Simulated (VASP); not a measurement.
# Sn4P11 in VASP: notebook

Sn4P11 is run at these levels: PBE; tasks: single point.

All numbers are computed with VASP 6.6.1; they aren't measurements. Logs are shortened: lines on timing, memory, paths and dates and some standing lists are left out, and cuts for length are marked.

### 1 The cell of the first run

The cell holds an amorphous packing of atoms, 15 atoms: a = 6.913 Å, b = 6.835 Å, c = 6.823 Å, α = 94.64°, β = 89.02°, γ = 92.48°.

### 2 Single point, PBE

Input file INCAR:

```
PREC     = Accurate       # precision mode
ENCUT    = 520            # plane-wave cutoff, eV
EDIFF    = 1E-6           # SCF threshold, eV
ISMEAR   = -1             # smearing method
SIGMA    = 0.1861         # smearing width, eV
LREAL    = Auto         
LASPH    = T              # aspherical terms in the spheres
NELM     = 60             # most SCF steps
ALGO     = Normal         # electronic algorithm
ISIF     = 2              # what is computed and relaxed
LWAVE    = F              # write WAVECAR
LCHARG   = T              # write CHGCAR
GGA      = PE             # functional
LELF     = T              # ELF
LVHAR    = T            
NBANDS   = 68             # bands
ISYM     = 0
```

Input file KPOINTS:

```
Automatic mesh
0
Gamma
  1 1 1
  0.25 0.25 0.25
```

Input file POSCAR:

```
Sn4P11
1.0
    6.9109540000     -0.1477090000      0.0559190000
   -0.1477090000      6.8279300000     -0.2761220000
    0.0559190000     -0.2761220000      6.8173210000
Sn P
4 11
Direct
    0.8152456684      0.5034616182      0.0814660343
    0.3090733406      0.1950984396      0.6064514051
    0.8012415791      0.0850871567      0.6152192053
    0.2923436150      0.4301821374      1.0013680139
    0.4786976119      0.8334933309      0.0193725004
    0.3926782537      0.6121193317      0.5802175721
   -0.0488812131      0.6016311110      0.6822393979
    0.5951260039      0.2156114735     -0.0365650642
    1.0013709894      0.3586458987      0.4078109801
    0.0163767957      1.1568754912      0.1463659992
    0.5085496734      0.8707685840      0.7196115268
   -0.0247108851     -0.0692160218      0.8689704859
    0.2008921382     -0.0822415025      0.2021649889
    0.6576035958      0.0660118617      0.2197883585
    0.7211952839      0.6691334273      0.4600689833
```

Potentials or basis: VASP PAW PBE potentials, release 64 (Sn_d, P).

On the command line:

```
$ cat potpaw_PBE.64/Sn_d/POTCAR potpaw_PBE.64/P/POTCAR > POTCAR
$ mpirun -np 1 vasp_std > vasp.out
```

OUTCAR:

```text
PREC = Accurate
   ENCUT = 520
   EDIFF = 1E-6
   ISMEAR = -1
   LREAL = Auto
   LASPH = T
   NELM = 60
   ISIF = 2
   GGA = PE
   ISYM = 0

 ion  position               nearest neighbor table
   1  0.815  0.503  0.081-   8 2.52  15 2.81   9 2.86  10 2.87   7 2.98  14 3.34   4 3.39   4 3.67

   2  0.309  0.195  0.606-  11 2.83   9 2.86   6 2.90   4 3.03   8 3.15  13 3.30   3 3.52   3 3.56

   3  0.801  0.085  0.615-  12 2.46  11 2.57   9 2.75   8 2.85  14 2.88  15 2.98   2 3.52   2 3.56

   4  0.292  0.430  0.001-   8 2.60  10 2.83   5 2.99   2 3.03   6 3.27   1 3.39   1 3.67
   5  0.479  0.833  0.019-  11 2.09  14 2.34  13 2.34   8 2.75   4 2.99
   6  0.393  0.612  0.580-  11 2.07  15 2.43   2 2.90   4 3.27
   7  0.951  0.602  0.682-  15 2.30   9 2.43  12 2.49   1 2.98
   8  0.595  0.216  0.963-  14 2.16   1 2.52   4 2.60   5 2.75  11 2.82   3 2.85   2 3.15
   9  0.001  0.359  0.408-  10 2.17   7 2.43   3 2.75   1 2.86   2 2.86  15 2.93
  10  0.016  0.157  0.146-   9 2.17  13 2.18  12 2.36  14 2.58   4 2.83   1 2.87
  11  0.509  0.871  0.720-   6 2.07   5 2.09   3 2.57  15 2.62   8 2.82   2 2.83
  12  0.975  0.931  0.869-  10 2.36   3 2.46   7 2.49  13 2.79
  13  0.201  0.918  0.202-  10 2.18   5 2.34  12 2.79   2 3.30
  14  0.658  0.066  0.220-   8 2.16   5 2.34  10 2.58   3 2.88   1 3.34
  15  0.721  0.669  0.460-   7 2.30   6 2.43  11 2.62   1 2.81   9 2.93   3 2.98

IMPORTANT INFORMATION: All symmetrisations will be switched off!
NOSYMM: (Re-)initialisation of all symmetry stuff for point group C_1.

----------------------------------------------------------------------------------------

                                     Primitive cell

  volume of cell :     321.0000

  direct lattice vectors                    reciprocal lattice vectors
     6.910954000 -0.147709000  0.055919000     0.144772439  0.003088908 -0.001062384
    -0.147709000  6.827930000 -0.276122000     0.003088908  0.146763460  0.005919025
     0.055919000 -0.276122000  6.817321000    -0.001062384  0.005919025  0.146933639

  length of vectors
     6.912758500  6.835107124  6.823139740     0.144809285  0.146915246  0.147056648

  position of ions in fractional coordinates (direct lattice)
     0.815245668  0.503461618  0.081466034
     0.309073341  0.195098440  0.606451405
     0.801241579  0.085087157  0.615219205
     0.292343615  0.430182137  0.001368014
     0.478697612  0.833493331  0.019372500
     0.392678254  0.612119332  0.580217572
     0.951118787  0.601631111  0.682239398
     0.595126004  0.215611473  0.963434936
     0.001370989  0.358645899  0.407810980
     0.016376796  0.156875491  0.146365999
     0.508549673  0.870768584  0.719611527
     0.975289115  0.930783978  0.868970486
     0.200892138  0.917758498  0.202164989
     0.657603596  0.066011862  0.219788358
     0.721195284  0.669133427  0.460068983

  ion indices of the primitive-cell ions
   primitive index   ion index
                 1           1
                 2           2
                 3           3
                 4           4
                 5           5
                 6           6
                 7           7
                 8           8
                 9           9
                10          10
                11          11
                12          12
                13          13
                14          14
                15          15

----------------------------------------------------------------------------------------

 KPOINTS: Automatic mesh

Automatic generation of k-mesh.
 Grid dimensions read from file:
 generate k-points for:    1    1    1

 Generating k-lattice:

  Cartesian coordinates                     Fractional coordinates (reciprocal lattice)
     0.144772439  0.003088908 -0.001062384     1.000000000 -0.000000000  0.000000000
     0.003088908  0.146763460  0.005919025    -0.000000000  1.000000000  0.000000000
    -0.001062384  0.005919025  0.146933639     0.000000000 -0.000000000  1.000000000

  Length of vectors
     0.144809285  0.146915246  0.147056648

  Shift w.r.t. Gamma in fractional coordinates (k-lattice)
     0.250000000  0.250000000  0.250000000

 Subroutine IBZKPT returns following result:
 ===========================================

 Found      1 irreducible k-points:

 Following reciprocal coordinates:
            Coordinates               Weight
  0.250000  0.250000  0.250000      2.000000
   k-points           NKPTS =      1   k-points in BZ     NKDIM =      1   number of bands    NBANDS=     68
   number of dos      NEDOS =    301   number of ions     NIONS =     15
   total plane-waves  NPLWV = 157464
   dimension x,y,z NGX =    54 NGY =   54 NGZ =   54
   dimension x,y,z NGXF=   108 NGYF=  108 NGZF=  108
   ions per type =               4  11
   NGX,Y,Z   is equivalent  to a cutoff of  12.99, 13.13, 13.16 a.u.
   NGXF,Y,Z  is equivalent  to a cutoff of  25.97, 26.27, 26.31 a.u.
 SYSTEM =  unknown system
   PREC   = accura    normal or accurate (medium, high low for compatibility)
   ISTART =      0    job   : 0-new  1-cont  2-samecut
   ICHARG =      2    charge: 1-file 2-atom 10-const
   ISPIN  =      1    spin polarized calculation?
   LNONCOLLINEAR =      F non collinear calculations
   LSORBIT =      F    spin-orbit coupling
   LASPH  =      T    aspherical Exc in radial PAW
   ENCUT  =  520.0 eV  38.22 Ry    6.18 a.u.  12.85 12.71 12.69*2*pi/ulx,y,z
   NELM   =     60;   NELMIN=  2; NELMDL= -5     # of ELM steps
   EDIFF  = 0.1E-05   stopping-criterion for ELM
   LREAL  =      T    real-space projection
   EDIFFG = 0.1E-04   stopping-criterion for IOM
   NSW    =      0    number of steps for IOM
   IBRION =     -1    ionic relax: 0-MD 1-quasi-New 2-CG
   NFREE  =      0    steps in history (QN), initial steepest desc. (CG)
   ISIF   =      2    stress and relaxation
   ISYM   =      0    0-nonsym 1-usesym 2-fastsym
   POTIM  = 0.5000    time-step for ionic-motion
   TEBEG  =    0.0;   TEEND  =   0.0 temperature during run
   PSTRESS=    0.0 pullay stress
   NELECT =     111.0000    total number of electrons
   NUPDOWN=      -1.0000    fix difference up-down
   EMIN   =  10.00;   EMAX   =-10.00  energy-range for DOS
   EFERMI =   0.00;   METHOD = LEGACY
   ISMEAR =    -1;   SIGMA  =   0.19  broadening in eV -4-tet -1-fermi 0-gaus
   EFERMI_NEDOS =   21; number of points for ismear=-14 and -15
   IALGO  =     38    algorithm
   IMIX   =      4    mixing-type and parameters
     AMIX     =   0.40;   BMIX     =  1.00
     AMIX_MAG =   1.60;   BMIX_MAG =  1.00
  volume/ion in A,a.u.               =      21.40       144.41
  Fermi-wavevector in a.u.,A,eV,Ry     =   1.149073  2.171432 17.964697  1.320368
  Thomas-Fermi vector in A             =   2.285744
   LORBIT       =      0    0 simple, 1 ext, 2 COOP (PROOUT), +10 PAW based schemes
   GGA     = PE    functional components
   LHFCALC =     F    Hartree Fock is set to
   AEXX    =    0.0000 exact exchange contribution
   IVDW    =     0    specifies the selected vdW correction
   LEPSILON=     F    determine dielectric tensor
   LRPA    =     F    only Hartree local field effects (RPA)
 non-spin polarized calculation
  energy-cutoff  :      520.00
  volume of cell :      321.00
 maximum number of plane-waves:      8638
 NGX is ok and might be reduce to    54
   NGX = 25   NGY = 25   NGZ = 25

 number of electron     110.9999993 magnetization

 Free energy of the ion-electron system (eV)
  ---------------------------------------------------
  ext. energy  EPLUGINS =         0.00000000
  ---------------------------------------------------
  free energy    TOTEN  =       -69.28396248 eV

  energy without entropy =      -68.53753143  energy(sigma->0) =      -68.91074695

 E-fermi :   6.7045     XC(G=0):  -9.9379

 val. band max:        6.3177143037   @ k =   0.2500   0.2500   0.2500
 cond. band min:       6.7537361639   @ k =   0.2500   0.2500   0.2500
 fundamental gap:      0.4360218601
 Fermi energy:         6.7044879874

 k-point     1 :       0.2500    0.2500    0.2500
  band No.  band energies     occupation
      1     -14.9751      2.00000
      2     -14.9557      2.00000
      3     -14.9221      2.00000
      4     -14.9042      2.00000
      5     -14.8961      2.00000
      6     -14.8869      2.00000
[... 59 lines left out ...]
     66       9.4697      0.00000
     67       9.6632      0.00000
 [bands above 67 left out]

------------------------ aborting loop because EDIFF is reached ----------------------------------------

  FORCE on cell =-STRESS in cart. coord.  units (eV):
  Direction    XX          YY          ZZ          XY          YZ          ZX
  --------------------------------------------------------------------------------------
  -------------------------------------------------------------------------------------
  Total        1.6724047     12.2837281      7.7983342      6.3832435      2.8393734      7.1042602
  in kB        8.3473184     61.3106326     38.9231021     31.8600911     14.1719009     35.4588351
  external PRESSURE =      36.1936844 kB  Pullay stress =       0.0000000 kB

 VOLUME and BASIS-vectors are now :
 -----------------------------------------------------------------------------
  energy-cutoff  :      520.00
  volume of cell :      321.00
      direct lattice vectors                 reciprocal lattice vectors
     6.910954000 -0.147709000  0.055919000     0.144772439  0.003088908 -0.001062384
    -0.147709000  6.827930000 -0.276122000     0.003088908  0.146763460  0.005919025
     0.055919000 -0.276122000  6.817321000    -0.001062384  0.005919025  0.146933639

 POSITION                                       TOTAL-FORCE (eV/Angst)
 -----------------------------------------------------------------------------------
      5.56432      3.29469      0.46195         1.016694      1.247873     -0.111983
      2.14109      1.11901      4.09779        -0.654016     -0.518883     -0.489183
      5.55918      0.29274      4.21546         0.164473      1.123274     -1.094956
      1.95691      2.89369     -0.09311        -0.518536      0.536772      0.373730
      3.18623      5.61498     -0.07131        -0.594452     -0.262900      2.614836
      2.65581      3.96129      3.80847         0.202010     -0.678035     -1.280173
      6.52242      3.77902      4.53811         0.096973      0.471237     -0.376770
      4.13492      1.11825      6.54179        -0.358602      0.392644     -0.018592
     -0.02070      2.33600      2.68123         0.196420      0.994142      1.055030
      0.09819      1.02830      0.95542        -0.427694     -0.875920     -1.464073
      3.42618      5.67173      4.69382         0.266309      0.076101     -0.576087
      6.65128      5.97133      5.72158         1.194761     -1.197677      0.645864
      1.26410      6.18089      1.13604         0.223146     -0.951062      0.579316
      4.54721      0.29290      1.51691        -0.090741     -0.296525     -0.737906
      4.91104      4.33523      2.99200        -0.716745     -0.061041      0.880949
 -----------------------------------------------------------------------------------
    total drift:                                0.002863     -0.000455      0.000911

  FREE ENERGIE OF THE ION-ELECTRON SYSTEM (eV)
  ---------------------------------------------------
  free  energy   TOTEN  =       -69.2839624825 eV

  energy  without entropy=      -68.5375314273  energy(sigma->0) =      -68.91074695
```

It took 31 s on 1 thread of Intel Xeon 6975P-C (Granite Rapids), shared host; peak memory 0.36 GiB.

What came out:

```
Free energy   : -69.2840 eV
Pressure      : 3.6 GPa
Largest force : 2.694 eV/Å
```

Forces on the atoms (eV/Å):
```
Sn   1.017  1.248 -0.112
Sn  -0.654 -0.519 -0.489
Sn   0.164  1.123 -1.095
Sn  -0.519  0.537  0.374
P   -0.594 -0.263  2.615
P    0.202 -0.678 -1.280
P    0.097  0.471 -0.377
P   -0.359  0.393 -0.019
P    0.196  0.994  1.055
P   -0.428 -0.876 -1.464
P    0.266  0.076 -0.576
P    1.195 -1.198  0.646
P    0.223 -0.951  0.579
P   -0.091 -0.297 -0.738
P   -0.717 -0.061  0.881
```

Stress tensor (GPa, compression positive):
```
0.83 3.19 3.55
3.19 6.13 1.42
3.55 1.42 3.89
```

Levels at points of the mesh, in eV from the Fermi level:
| k point | band 52 | band 53 | band 54 | band 55 | band 56 | band 57 | band 58 | band 59 |
| --- | --- | --- | --- | --- | --- | --- | --- | --- |
| (0.25, 0.25, 0.25) | -1.32 | -0.93 | -0.57 | -0.39 | 0.05 | 0.31 | 0.52 | 0.84 |

Caveat: the k points lie up to 0.92 Å⁻¹ apart; spin-orbit coupling is left out, which moves the levels of the heavy elements.

### 3 Single point, PBE

Input file INCAR:

```
SYSTEM = Sn4P11
PREC     = Accurate       ! precision mode
ENCUT    = 520            ! plane-wave cutoff, eV
EDIFF    = 1E-6           ! SCF threshold, eV
ISMEAR   = -1             ! smearing method
SIGMA    = 0.1034         ! smearing width, eV
LREAL    = Auto         
LASPH    = .TRUE.         ! aspherical terms in the spheres
NELM     = 80             ! most SCF steps
ALGO     = Normal         ! electronic algorithm
ISIF     = 2              ! what is computed and relaxed
LWAVE    = .FALSE.        ! write WAVECAR
LCHARG   = .FALSE.        ! write CHGCAR
GGA      = PE             ! functional
NBANDS   = 68             ! bands
ISYM     = 0
```

KPOINTS is that of step 2.

Input file POSCAR:

```
Sn4P11
1.0
    6.9109540000     -0.1477090000      0.0559190000
   -0.1477090000      6.8279300000     -0.2761220000
    0.0559190000     -0.2761220000      6.8173210000
Sn P
4 11
Direct
    0.8450655989      0.5272595069      0.0409609180
    0.2385906728      0.0982641718      0.6172738746
    0.8010307871      0.1099903495      0.6338211028
    0.2796274517      0.4185506989     -0.0158756543
    0.4043378355      0.7954589731      0.1492921567
    0.4513075122      0.5798028844      0.4218002449
    0.9528503705      0.6091097205      0.6768166197
    0.5576273576      0.2105054609      0.9555702635
    0.0219735104      0.4011543488      0.4534449536
   -0.0206428559      0.1552531821      0.1864682838
    0.4308867119      0.7606723917      0.7033014329
    0.9624969922      0.8723949918      0.9583353315
    0.0823790791      0.8399475053      0.3265934565
    0.6260100048      0.0698490799      0.2244852508
    0.7004223666      0.7384702531      0.5281379540
```

Potentials or basis: VASP PAW PBE potentials, release 64 (Sn_d, P).

On the command line:

```
$ cat potpaw_PBE.64/Sn_d/POTCAR potpaw_PBE.64/P/POTCAR > POTCAR
$ mpirun -np 1 vasp_std > vasp.out
```

Run time: 30 s. Hardware: 1 thread of Intel Xeon 6975P-C (Granite Rapids), shared host; peak memory 0.35 GiB.

It converged, with:

| Quantity | Value |
| --- | --- |
| Free energy | -70.1253 eV |
| Pressure | 1.5 GPa |
| Largest force | 2.369 eV/Å |

Forces in eV/Å, atoms in the order of the input:
```
Sn  -0.886 -0.753  0.592
Sn   0.838  0.151  0.162
Sn  -0.443  0.655 -0.022
Sn  -0.899  0.564  0.291
P   -0.661 -0.095  1.152
P   -1.134 -0.139 -1.096
P   -0.222  1.196  1.486
P    1.144 -0.911  0.305
P    0.261 -1.705 -1.625
P    0.202 -1.736  0.359
P   -0.348 -0.577  0.156
P    0.181  1.460 -0.375
P    0.678  1.149 -1.777
P    0.467  0.138 -0.136
P    0.823  0.602  0.527
```

Stress tensor (GPa, compression positive):
```
 2.29  3.23  2.55
 3.23  2.45  5.34
 2.55  5.34 -0.32
```

Levels at points of the mesh, in eV from the Fermi level:
```csv
k point,band 51,band 52,band 53,band 54,band 55,band 56,band 57,band 58,band 59,band 60
"(0.25, 0.25, 0.25)",-1.74,-1.45,-1.31,-1.04,-0.50,0.02,0.28,0.64,0.96,1.15
```

Caveat: the k points lie up to 0.92 Å⁻¹ apart; spin-orbit coupling is left out, which moves the levels of the heavy elements.

### 4 Single point, PBE

Input file INCAR:

```
  PREC = Accurate
  ENCUT = 520
  EDIFF = 1E-7
  ISMEAR = -1
  SIGMA = 0.1034
  LREAL = Auto
  LASPH = True
  NELM = 60
  ALGO = Normal
  ISIF = 2
  LWAVE = False
  LCHARG = False
  GGA = PE
  NBANDS = 68
  ISYM = 0
```

KPOINTS is that of step 3.

Input file POSCAR:

```
Sn4P11
1.0
    6.9109540000     -0.1477090000      0.0559190000
   -0.1477090000      6.8279300000     -0.2761220000
    0.0559190000     -0.2761220000      6.8173210000
Sn P
4 11
Direct
    0.7951177127      0.4989930033      0.0434346217
    0.3073197006      0.1079668650      0.6531834157
    0.7542486144      0.1822930517      0.6136884700
    0.2691308247      0.4906675043     -0.0371563014
    0.4944936447      0.7614303270      0.2103628500
    0.3464902474      0.5571691544      0.3755921532
    0.9276352289      0.6918454740      0.7468017600
    0.4857036346      0.1996468636      0.9895771124
    0.0402865575      0.4393647817      0.4821900712
    0.0455510937      0.2186988839      0.2127949383
    0.3872200602      0.7138749184      0.6808370343
    1.0154933690      0.9648328983      0.9397439575
    0.0409668413      0.8692458282      0.2516224587
    0.7829578591      0.0241147084      0.1714481951
    0.6633375755      0.8011096390      0.5889882289
```

On the command line:

```
$ cat potpaw_PBE.64/Sn_d/POTCAR potpaw_PBE.64/P/POTCAR > POTCAR
$ mpirun -np 1 vasp_std > vasp.out
```

Run time: 35 s. Hardware: 1 thread of Intel Xeon 6975P-C (Granite Rapids), shared host; peak memory 0.36 GiB.

Results (log left out):

* Free energy: -71.1150 eV
* Pressure: 2.6 GPa
* Largest force: 2.076 eV/Å

Forces in eV/Å, atoms in the order of the input:
```
Sn  -0.498 -0.070  0.530
Sn  -0.241  0.067 -0.344
Sn  -0.156  0.326  0.009
Sn   0.073  0.717  0.289
P    0.321  0.705 -0.720
P   -0.238 -0.314  2.038
P    0.304 -0.014 -0.384
P    0.832 -0.187 -0.755
P   -1.042 -0.434  0.013
P    0.222 -0.647  0.333
P   -0.859 -0.918 -0.283
P   -0.418 -0.140  0.029
P    0.603  0.435 -0.028
P   -0.598  0.283  0.141
P    1.693  0.191 -0.869
```

Stress tensor (GPa, compression positive):
```
2.89 3.58 2.23
3.58 3.59 0.48
2.23 0.48 1.33
```

Levels at points of the mesh, in eV from the Fermi level:
```
           k point  band 53  band 54  band 55  band 56  band 57  band 58
(0.25, 0.25, 0.25)    -1.16    -0.94    -0.64     0.03     0.25     0.79
```

Caveat: the k points lie up to 0.92 Å⁻¹ apart; spin-orbit coupling is left out, which moves the levels of the heavy elements.

(Part 1 of 2 ends here.)
